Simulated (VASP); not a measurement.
**C: single point with LDA**

The system is C, a slab with vacuum.

```
C
1.0
     2.47000    0.00000    0.00000
    -1.23500    2.13908    0.00000
     0.00000    0.00000   25.21895
C
8
Direct
  0.00000 0.00000 0.29740
  0.66667 0.33333 0.29874
  0.00000 0.00000 0.43202
  0.33333 0.66667 0.43336
  0.00000 0.00000 0.56664
  0.66667 0.33333 0.56798
  0.00000 0.00000 0.70126
  0.33333 0.66667 0.70260
```

- Program: VASP 6.6.1
- Task: single point
- Functional: LDA
- Potentials or basis: VASP PAW LDA potentials, release 64 (C)
- Cutoff: 520 eV
- k mesh: 12 × 12 × 1
- Occupations: fermi-dirac, width 0.05 eV
- Spin: no spin polarisation
- Dipole correction: yes
- k mesh for the DOS: 18 × 18 × 1
- Occupations for the DOS: tetrahedron
- Further INCAR settings: ALGO = Normal; EDIFF = 1e-06

```yaml
Valence_electrons_inside_the_program's_atomic_spheres: C 2.63, 2.64 (each value once)
```

Levels at points of the mesh, in eV from the valence-band top:
| k point | band 14 | band 15 | band 16 | band 17 | band 18 | band 19 |
| --- | --- | --- | --- | --- | --- | --- |
| (0.00, 0.00, 0.00) | -2.98 | -2.97 | -2.97 | 3.59 | 3.81 | 4.63 |
| (0.50, 0.00, 0.00) | -2.44 | -2.22 | -2.09 | 1.44 | 1.52 | 1.74 |

It took 2.3 min on 1 thread of Intel(R) Xeon(R) Platinum 8259CL CPU @ 2.50GHz (Skylake/Cascade Lake), with other jobs on the host, peak memory 0.21 GiB.
